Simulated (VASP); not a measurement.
Wanted: the native input for a VASP 6.6.1 run.

- Task: band structure
- Functional: revPBE
- Potentials or basis: VASP PAW PBE potentials, release 64 (Sn_d, O)
- Cutoff: 460 eV
- k mesh: 7 × 7 × 7
- Occupations: gaussian, width 0.03 eV
- Spin: no spin polarisation
- Tolerance level: standard
- Purpose: bands
- Route: KPOINTS_OPT
- Further INCAR settings: ALGO = Normal; EDIFF = 1e-06; NBANDS = 26

The structure of SnO2 lies in POSCAR:

```
SnO2
1.0
    1.6170930752      0.9336291223      4.8005925840
   -1.6170930752      0.9336291223      4.8005925840
    0.0000000000     -1.8672582446      4.8005925840
Sn O
1 2
Direct
    0.5000000000      0.5000000000      0.5000000000
    0.7628300000      0.7628300000      0.7628300000
    0.2371700000      0.2371700000      0.2371700000
```

These files were run (other wordings do the same):

INCAR

```
GGA = RE ; ISMEAR = 0
SIGMA = 0.03 ; LWAVE = False
LCHARG = False ; NBANDS = 26
PREC = Accurate ; LASPH = True
LREAL = False ; ALGO = Normal
EDIFF = 1E-6 ; NELM = 120
GGA_COMPAT = False ; ENCUT = 460
EFERMI = MIDGAP
```

KPOINTS

```
Automatic mesh
0
Gamma
  7 7 7
  0 0 0
```

KPOINTS_OPT

```
path GLB1,BZGX,QFP1Z,LP
12
line-mode
reciprocal
 0.0000000000  0.0000000000  0.0000000000  G
 0.5000000000  0.0000000000  0.0000000000  L

 0.5000000000  0.0000000000  0.0000000000  L
 0.5000000000  0.1918821804 -0.1918821804  B1

 0.8081178196  0.5000000000  0.1918821804  B
 0.5000000000  0.5000000000  0.5000000000  Z

 0.5000000000  0.5000000000  0.5000000000  Z
 0.0000000000  0.0000000000  0.0000000000  G

 0.0000000000  0.0000000000  0.0000000000  G
 0.3459410902  0.0000000000 -0.3459410902  X

 0.6540589098  0.3459410902  0.0000000000  Q
 0.5000000000  0.5000000000  0.0000000000  F

 0.5000000000  0.5000000000  0.0000000000  F
 0.6540589098  0.6540589098  0.1918821804  P1

 0.6540589098  0.6540589098  0.1918821804  P1
 0.5000000000  0.5000000000  0.5000000000  Z

 0.5000000000  0.0000000000  0.0000000000  L
 0.8081178196  0.3459410902  0.3459410902  P
```

Potentials or basis: VASP PAW PBE potentials, release 64 (Sn_d, O).

Command:

```console
$ cat potpaw_PBE.64/Sn_d/POTCAR potpaw_PBE.64/O/POTCAR > POTCAR
$ mpirun -np 1 vasp_std > vasp.out
```

It gave:

| Property | Result |
| --- | --- |
| Pressure | 1.7 GPa |
| Largest force | 0.037 eV/Å |
| Band gap on the k mesh | 2.02 eV (least direct gap 2.13 eV) |
| Band gap along the path | 2.02 eV (least direct gap 2.13 eV) |

Caveat: the cutoff is under 1.25 times the usual one of these potentials, so pressure, stress and relaxed cells hold a basis-set (Pulay) error; the PAW data sets were made with another functional, which shifts forces and pressure a little; spin-orbit coupling is left out, which moves the levels of the heavy elements.

Run time: 110 s on 1 thread of AMD EPYC 9R45 96-Core Processor (Zen 5), on a shared host, peak memory 0.18 GiB.
